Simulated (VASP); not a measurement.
Input of a VASP 6.6.1 run:

INCAR

```
PREC = Accurate
ENCUT = 520
EDIFF = 1E-6
ISMEAR = 0
SIGMA = 0.1
LREAL = F
LASPH = T
NELM = 80
ALGO = Normal
ISIF = 2
LWAVE = F
LCHARG = T
GGA = PE
LELF = T
LVHAR = T
NBANDS = 31
```

File KPOINTS:

```
regular mesh
0
Gamma
  3 3 1
```

File POSCAR:

```
Mg3CdTe4
1.0
    4.6666672644      0.0005516145      0.0010787442
   -2.3328545160      4.0432130236     -0.0014697377
    0.0013708550     -0.0021444527     14.9095955096
Mg Cd Te
3 1 4
Direct
    0.6669556927      0.3331311650      0.4944059079
    0.6662439239      0.3326826265      0.9993412930
   -0.0002333043      0.0003092368      0.2473492798
    0.0003230033      0.0007099742      0.7493846233
    0.6664842077      0.3336655236      0.1884602132
    0.6670026139      0.3339821914      0.6834124801
    0.0002597457     -0.0003639494      0.4362102562
   -0.0003692163     -0.0007834347      0.9414369463
```

Potentials or basis: VASP PAW PBE potentials, release 64 (Mg, Cd, Te).

Run with:

```sh
$ cat potpaw_PBE.64/Mg/POTCAR potpaw_PBE.64/Cd/POTCAR potpaw_PBE.64/Te/POTCAR > POTCAR
$ mpirun -np 1 vasp_std > vasp.out
```

Question: Estimate the pressure.

Answer: 0.0 GPa.

Question: Estimate the band gap on the k mesh.

Answer: 1.55 eV, direct.

Forces in eV/Å, atoms in the order of the input:
```
Mg  -0.001  0.001  0.006
Mg   0.000  0.001  0.001
Mg   0.001 -0.001  0.001
Cd   0.000 -0.002  0.008
Te   0.000  0.000  0.001
Te   0.000  0.000 -0.028
Te   0.000  0.000 -0.002
Te   0.000  0.001  0.013
```

Caveat: the k points lie up to 0.52 Å⁻¹ apart; spin-orbit coupling is left out, which moves the levels of the heavy elements. Expect the measured gap to be larger: semilocal functionals such as PBE lack the derivative discontinuity.
